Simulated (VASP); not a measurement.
Si6Ru:

```
Si Ru
1.0
     3.86632    0.00748   -0.00310
     0.00748    3.85946    0.01448
    -0.00634    0.02961    7.87851
Si Ru
6 1
Direct
  0.98624 0.51682 0.50369
  0.50458 0.99201 0.49874
  0.98892 0.49686 0.80319
  0.49957 0.00669 0.81027
  0.02065 0.50280 0.19058
  0.48236 0.98854 0.18277
  0.01768 0.99627 0.01076
```

- Program: VASP 6.6.1
- Task: relaxation of cell and atoms
- Functional: PBE
- Potentials or basis: VASP PAW PBE potentials, release 64 (Si, Ru_pv)
- Cutoff: 600 eV
- k mesh: 6 × 6 × 4
- Occupations: gaussian, width 0.2 eV
- Spin: no spin polarisation

At the start: pressure -3.6 GPa; volume 16.79 Å³/atom.

How do energy, volume and symmetry change on relaxing?

Over 54 steps the energy falls by 128.0 meV/atom and the volume is 16.67 Å³/atom (-0.8 %); space group P1 (No. 1, to 0.1 Å) before, Pmm2 (No. 25, to 0.1 Å).

Step by step:
| step | energy change (eV) | largest force (eV/Å) | pressure (GPa) | volume (Å³) |
| --- | --- | --- | --- | --- |
| 1 | 0.0000 | 2.1550 | -3.57 | 117.56 |
| 3 | -0.2853 | 0.4434 | 0.75 | 112.38 |
| 5 | -0.3100 | 0.3018 | -0.50 | 113.41 |
| 7 | -0.3360 | 0.3735 | 1.43 | 112.18 |
| 9 | -0.3566 | 0.3711 | 0.64 | 113.30 |
| 11 | -0.3656 | 0.2740 | 0.15 | 113.93 |
| 13 | -0.3876 | 0.2356 | -0.10 | 114.71 |
| 15 | -0.3996 | 0.2408 | 0.67 | 114.53 |
| 17 | -0.4277 | 0.3107 | -0.32 | 116.23 |
| 19 | -0.4602 | 0.3537 | -1.65 | 118.19 |
| 21 | -0.4844 | 0.5182 | -0.04 | 117.68 |
| 23 | -0.5015 | 0.3964 | -0.26 | 117.55 |
| 25 | -0.5423 | 0.5622 | 2.90 | 114.96 |
| 27 | -0.5595 | 0.4764 | 1.83 | 115.77 |
| 29 | -0.6332 | 0.5403 | -0.33 | 117.76 |
| 31 | -0.7602 | 0.4744 | -1.07 | 118.32 |
| 33 | -0.7773 | 0.5417 | -1.27 | 118.49 |
| 35 | -0.8478 | 0.4556 | 0.86 | 116.07 |
| 37 | -0.8721 | 0.2444 | -0.82 | 117.39 |
| 39 | -0.8813 | 0.1012 | 0.36 | 116.30 |
| 41 | -0.8852 | 0.1099 | -0.31 | 116.93 |
| 43 | -0.8888 | 0.0993 | 0.25 | 116.44 |
| 45 | -0.8911 | 0.0730 | -0.26 | 116.88 |
| 47 | -0.8924 | 0.0583 | 0.21 | 116.44 |
| 49 | -0.8942 | 0.0727 | -0.16 | 116.75 |
| 51 | -0.8955 | 0.0445 | 0.16 | 116.48 |
| 53 | -0.8960 | 0.0336 | -0.12 | 116.77 |
| 54 | -0.8963 | 0.0244 | 0.03 | 116.67 |

Final structure:
```
CELL_PARAMETERS angstrom
3.66510 0.00264 0.00001
-0.00433 4.29632 -0.00108
0.00475 -0.00077 7.40921
ATOMIC_POSITIONS crystal
Si 0.99685 0.55206 0.50007
Si 0.49717 0.89152 0.49985
Si 0.00396 0.46773 0.82170
Si 0.50253 0.09228 0.79634
Si 0.99907 0.46805 0.17853
Si 0.49960 0.09295 0.20351
Ru 0.00081 0.93540 0.00000
```
